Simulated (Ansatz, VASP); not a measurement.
**Sr in VASP and in Ansatz**

```xyz
3
Lattice="7.0660 0.0000 0.0000 -3.5330 6.1193 0.0000 0.0000 0.0000 3.8166" Properties=species:S:1:pos:R:3 pbc="T T T"
Sr   -2.3522    4.0741    0.0000
Sr    1.1808    2.0452    0.0000
Sr    4.7044    0.0000    0.0000
```

Alike in both runs: task single point; functional PBE; k mesh 3 × 3 × 4; occupations gaussian, width 0.1 eV; no spin polarisation.

|  | VASP | Ansatz |
| --- | --- | --- |
| version | VASP 6.6.1 | Ansatz 0.2.0 |
| potentials or method | VASP PAW PBE potentials, release 64 (Sr_sv), cutoff 520 eV | scalar-relativistic, plane waves, PAW |
| valence electrons in the cell | 30 | 30 |

|  | VASP | Ansatz | Ansatz less VASP |
| --- | --- | --- | --- |
| gap on the k mesh at the Fermi level (eV) | none | none | - |
| pressure (GPa) | -0.1 | -0.1 | -0.01 |
| traceless stress, the component that is largest in VASP (GPa) | 1.18 | 1.18 | -0.003 |
| rms of the force components (eV/Å) | 0.009 | 0.009 | -0.0001 |

Atom by atom the forces differ by 0.000 eV/Å (rms over components). A gap of «none» marks a metal or a gap that the smearing closes. The functional is the same, so the differences come from potentials, cutoffs and numerics.

The k mesh is coarse, so the values compare programs but aren't converged.
